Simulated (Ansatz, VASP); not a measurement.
# C: VASP beside Ansatz

```
C
1.0
     2.45586    0.00000    0.00000
    -1.22793    2.12684    0.00000
     0.00000    0.00000    7.04387
C
4
Direct
  0.00000 0.00000 0.25000
  0.00000 0.00000 0.75000
  0.33333 0.66667 0.25000
  0.66667 0.33333 0.75000
```

Alike in both runs: functional r2SCAN; k mesh 21 × 21 × 6; occupations gaussian, width 0.1 eV; no spin polarisation.

Ansatz relaxed the structure, and its values are those at the end. VASP's run is a single point on that final structure, the one shown.

|  | VASP | Ansatz |
| --- | --- | --- |
| version | VASP 6.6.1 | Ansatz 0.2.0 |
| potentials or method | VASP PAW PBE potentials, release 64 (C), cutoff 520 eV | scalar-relativistic, plane waves, PAW |
| valence electrons in the cell | 16 | 16 |

|  | VASP | Ansatz | Ansatz less VASP |
| --- | --- | --- | --- |
| gap on the k mesh at the Fermi level (eV) | none | none | - |
| pressure (GPa) | 0.7 | 0.0 | -0.65 |

VASP's potentials were made for PBE, not for r2SCAN. A gap of «none» marks a metal or a gap that the smearing closes.
